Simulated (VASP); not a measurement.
# Cs (Im-3m) in VASP: further runs, part 3 of 3

VASP 6.6.1. The steps go on from the part before.

## 5. Electric field gradients, PBE (volume scaled by 1.03)

INCAR reads:

```
SYSTEM = Cs
PREC = Accurate
ENCUT = 520
EDIFF = 1E-8
ISMEAR = -1
SIGMA = 0.05
LREAL = .FALSE.
LASPH = .TRUE.
NELM = 100
ALGO = Normal
ISIF = 2
LWAVE = .FALSE.
LCHARG = .FALSE.
GGA = PE
LEFG = .TRUE.
NBANDS = 10
```

KPOINTS reads:

```
regular mesh
0
G
  9 9 9
  0 0 0
```

POSCAR reads:

```
Cs
1.0
   -3.0524276889      3.0524276889      3.0524276889
    3.0524276889     -3.0524276889      3.0524276889
    3.0524276889      3.0524276889     -3.0524276889
Cs
1
Direct
    0.0000000000      0.0000000000      0.0000000000
```

Potentials or basis: VASP PAW PBE potentials, release 64 (Cs_sv).

Command:

```
> cat potpaw_PBE.64/Cs_sv/POTCAR > POTCAR
> mpirun -np 1 vasp_std > vasp.out
```

OUTCAR:

```text
SYSTEM = Cs
   PREC = Accurate
   ENCUT = 520
   EDIFF = 1E-8
   ISMEAR = -1
   LREAL = .FALSE.
   LASPH = .TRUE.
   NELM = 100
   ISIF = 2
   GGA = PE

 ion  position               nearest neighbor table
   1  0.000  0.000  0.000-

  LATTYP: Found a body centered cubic cell.
 ALAT       =     6.1048553778

  Lattice vectors:

 A1 = (  -3.0524276889,   3.0524276889,   3.0524276889)
 A2 = (   3.0524276889,  -3.0524276889,   3.0524276889)
 A3 = (   3.0524276889,   3.0524276889,  -3.0524276889)

Analysis of symmetry for initial positions (statically):
=====================================================================
 Subroutine PRICEL returns:
 Original cell was already a primitive cell.

 Routine SETGRP: Setting up the symmetry group for a
 body centered cubic supercell.

 Subroutine GETGRP returns: Found 48 space group operations
 (whereof 48 operations were pure point group operations)
 out of a pool of 48 trial point group operations.

The static configuration has the point symmetry O_h .

Analysis of symmetry for dynamics (positions and initial velocities):
=====================================================================
 Subroutine PRICEL returns:
 Original cell was already a primitive cell.

 Routine SETGRP: Setting up the symmetry group for a
 body centered cubic supercell.

 Subroutine GETGRP returns: Found 48 space group operations
 (whereof 48 operations were pure point group operations)
 out of a pool of 48 trial point group operations.

The dynamic configuration has the point symmetry O_h .

 Subroutine INISYM returns: Found 48 space group operations
 (whereof 48 operations are pure point group operations),
 and found     1 'primitive' translations

----------------------------------------------------------------------------------------

                                     Primitive cell

  volume of cell :     113.7617

  direct lattice vectors                    reciprocal lattice vectors
    -3.052427689  3.052427689  3.052427689     0.000000000  0.163804044  0.163804044
     3.052427689 -3.052427689  3.052427689     0.163804044  0.000000000  0.163804044
     3.052427689  3.052427689 -3.052427689     0.163804044  0.163804044  0.000000000

  length of vectors
     5.286959844  5.286959844  5.286959844     0.231653901  0.231653901  0.231653901

  position of ions in fractional coordinates (direct lattice)
     0.000000000  0.000000000  0.000000000

  ion indices of the primitive-cell ions
   primitive index   ion index
                 1           1

----------------------------------------------------------------------------------------

 KPOINTS: regular mesh

Automatic generation of k-mesh.
 Grid dimensions read from file:
 generate k-points for:    9    9    9

 Generating k-lattice:

  Cartesian coordinates                     Fractional coordinates (reciprocal lattice)
     0.000000000  0.018200449  0.018200449     0.111111111  0.000000000  0.000000000
[... 59 lines left out ...]
   EDIFF  = 0.1E-07   stopping-criterion for ELM
   LREAL  =      F    real-space projection
   EDIFFG = 0.1E-06   stopping-criterion for IOM
   NSW    =      0    number of steps for IOM
   IBRION =     -1    ionic relax: 0-MD 1-quasi-New 2-CG
   NFREE  =      0    steps in history (QN), initial steepest desc. (CG)
   ISIF   =      2    stress and relaxation
   ISYM   =      2    0-nonsym 1-usesym 2-fastsym
   POTIM  = 0.5000    time-step for ionic-motion
   TEBEG  =    0.0;   TEEND  =   0.0 temperature during run
   PSTRESS=    0.0 pullay stress
   NELECT =       9.0000    total number of electrons
   NUPDOWN=      -1.0000    fix difference up-down
   EMIN   =  10.00;   EMAX   =-10.00  energy-range for DOS
   EFERMI =   0.00;   METHOD = LEGACY
   ISMEAR =    -1;   SIGMA  =   0.05  broadening in eV -4-tet -1-fermi 0-gaus
   EFERMI_NEDOS =   21; number of points for ismear=-14 and -15
   IALGO  =     38    algorithm
   IMIX   =      4    mixing-type and parameters
     AMIX     =   0.40;   BMIX     =  1.00
     AMIX_MAG =   1.60;   BMIX_MAG =  1.00
  volume/ion in A,a.u.               =     113.76       767.70
  Fermi-wavevector in a.u.,A,eV,Ry     =   0.702787  1.328075  6.720045  0.493909
  Thomas-Fermi vector in A             =   1.787581
   LORBIT       =      0    0 simple, 1 ext, 2 COOP (PROOUT), +10 PAW based schemes
   GGA     = PE    functional components
[... 5 lines left out ...]
 non-spin polarized calculation
  energy-cutoff  :      520.00
  volume of cell :      113.76
 maximum number of plane-waves:      3087
   NGX = 19   NGY = 19   NGZ = 19

 number of electron       9.0000000 magnetization

 Free energy of the ion-electron system (eV)
  ---------------------------------------------------
  ext. energy  EPLUGINS =         0.00000000
  ---------------------------------------------------
  free energy    TOTEN  =        -0.85687800 eV

  energy without entropy =       -0.84719063  energy(sigma->0) =       -0.85203432

 E-fermi :   0.4826     XC(G=0):  -5.4346

 val. band max:        0.4727279460   @ k =  -0.3333   0.4444   0.1111
 cond. band min:       0.5357419899   @ k =  -0.4444   0.4444   0.1111
 fundamental gap:      0.0630140439
 Fermi energy:         0.4826378367

 k-point     1 :       0.0000    0.0000    0.0000
  band No.  band energies     occupation
      1     -23.3716      2.00000
      2     -10.1130      2.00000
      3     -10.1130      2.00000
      4     -10.1130      2.00000
      5      -1.2083      2.00000
      6       2.9805      0.00000
      7       2.9805      0.00000
      8       2.9805      0.00000
      9       3.8448      0.00000
     10       3.8448      0.00000
[... 287 lines left out ...]
 k-point    24 :      -0.4444   -0.4444    0.1111
  band No.  band energies     occupation
      1     -23.3632      2.00000
      2     -10.2409      2.00000
      3     -10.1813      2.00000
      4     -10.1356      2.00000
      5       0.8823      0.00068
      6       1.3017      0.00000
      7       2.0990      0.00000
      8       3.1138      0.00000
      9       4.0972      0.00000
     10       4.8457      0.00000

 [... further k-points ...]
[... 5 lines left out ...]
  --------------------------------------------------------------------------------------
  -------------------------------------------------------------------------------------
  Total        0.0335361      0.0335361      0.0335361      0.0000000     -0.0000000      0.0000000
  in kB        0.4723102      0.4723102      0.4723102      0.0000000     -0.0000000      0.0000000
  external PRESSURE =       0.4723102 kB  Pullay stress =       0.0000000 kB

 VOLUME and BASIS-vectors are now :
 -----------------------------------------------------------------------------
  energy-cutoff  :      520.00
  volume of cell :      113.76
      direct lattice vectors                 reciprocal lattice vectors
    -3.052427689  3.052427689  3.052427689     0.000000000  0.163804044  0.163804044
     3.052427689 -3.052427689  3.052427689     0.163804044  0.000000000  0.163804044
     3.052427689  3.052427689 -3.052427689     0.163804044  0.163804044  0.000000000

 POSITION                                       TOTAL-FORCE (eV/Angst)
 -----------------------------------------------------------------------------------
      0.00000      0.00000      0.00000         0.000000      0.000000      0.000000
 -----------------------------------------------------------------------------------
    total drift:                               -0.000000     -0.000000     -0.000000

  FREE ENERGIE OF THE ION-ELECTRON SYSTEM (eV)
  ---------------------------------------------------
  free  energy   TOTEN  =        -0.8568780050 eV

  energy  without entropy=       -0.8471906270  energy(sigma->0) =       -0.85203432

 Electric field gradients (V/A^2)
---------------------------------------------------------------------
 ion       V_xx      V_yy      V_zz      V_xy      V_xz      V_yz
---------------------------------------------------------------------
   1      -0.000    -0.000     0.000    -0.000    -0.000    -0.000
---------------------------------------------------------------------

 Electric field gradients after diagonalization (V/A^2)
 (convention: |V_zz| > |V_xx| > |V_yy|)
----------------------------------------------------------------------
 ion       V_xx      V_yy      V_zz     asymmetry (V_yy - V_xx)/ V_zz
----------------------------------------------------------------------
   1       0.000     0.000    -0.001       0.000
----------------------------------------------------------------------

           NMR quadrupolar parameters

 Cq : quadrupolar parameter    Cq=e*Q*V_zz/h
 eta: asymmetry parameters     (V_yy - V_xx)/ V_zz
 Q  : nuclear electric quadrupole moment in mb (millibarn)
----------------------------------------------------------------------
 ion       Cq(MHz)       eta       Q (mb)
----------------------------------------------------------------------
   1      -0.000       0.000       1.000
----------------------------------------------------------------------
```

OSZICAR:

```text
N       E                     dE             d eps       ncg     rms          rms(c)
DAV:   1     0.531411982756E+02    0.53141E+02   -0.28891E+03   700   0.626E+02
DAV:   2     0.443995599324E+01   -0.48701E+02   -0.47498E+02   938   0.106E+02
DAV:   3    -0.782280506888E+00   -0.52222E+01   -0.52168E+01   814   0.416E+01
DAV:   4    -0.855091679576E+00   -0.72811E-01   -0.72800E-01   850   0.598E+00
DAV:   5    -0.855445972782E+00   -0.35429E-03   -0.35429E-03   940   0.384E-01    0.131E-01
DAV:   6    -0.855872895447E+00   -0.42692E-03   -0.14668E-03   904   0.185E-01    0.896E-02
DAV:   7    -0.856768586117E+00   -0.89569E-03   -0.34050E-03   762   0.291E-01    0.372E-02
DAV:   8    -0.856877002518E+00   -0.10842E-03   -0.13061E-04   806   0.712E-02    0.427E-03
DAV:   9    -0.856878575767E+00   -0.15732E-05   -0.45368E-06  1062   0.113E-02    0.291E-03
DAV:  10    -0.856877826046E+00    0.74972E-06   -0.85507E-07   816   0.476E-03    0.405E-04
DAV:  11    -0.856877917824E+00   -0.91778E-07   -0.16742E-08   886   0.845E-04    0.206E-04
DAV:  12    -0.856878004102E+00   -0.86278E-07   -0.73669E-09   796   0.434E-04    0.386E-05
DAV:  13    -0.856878004956E+00   -0.85424E-09   -0.14514E-10   410   0.669E-05
   1 F= -.85687800E+00 E0= -.85203432E+00  d E =-.968738E-02
```

Wall time 27 s (1 thread of Intel Xeon Platinum 8259CL at 2.50GHz (Skylake/Cascade Lake), shared host); peak memory 0.24 GiB.

Results:

| Quantity | Value |
| --- | --- |
| Free energy | -0.8569 eV |
| Pressure | 0.0 GPa |

Levels at points of the mesh, in eV from the Fermi level:
| k point | band 2 | band 3 | band 4 | band 5 | band 6 | band 7 | band 8 | band 9 |
| --- | --- | --- | --- | --- | --- | --- | --- | --- |
| (0.00, 0.00, 0.00) | -10.60 | -10.60 | -10.60 | -1.69 | 2.50 | 2.50 | 2.50 | 3.36 |

Caveat: without QUAD_EFG the Cq values of the log hold for a quadrupole moment of 1 mb, not for the nuclei; spin-orbit coupling is left out, which moves the levels of the heavy elements.

## 6. Overview

```csv
cell,gap on the mesh (eV),pressure (GPa)
"a = 5.129 Å, angles 109.5°, 1 atom",none,0.3
"a = 5.182 Å, angles 109.5°, 1 atom",none,0.2
"a = 5.235 Å, angles 109.5°, 1 atom",none,0.1
"a = 5.287 Å, angles 109.5°, 1 atom",none,0.0
```

Alike in all rows: task electric field gradients; level PBE; potentials or basis VASP PAW PBE potentials, release 64 (Cs_sv); no spin polarisation; k mesh 9 × 9 × 9; cutoff (eV) 520; smearing fermi-dirac 0.05 eV.

Caveats: spin-orbit coupling is left out, which moves the levels of the heavy elements.

Total energies depend on the potentials used, so only differences within one code and one set of settings carry meaning.
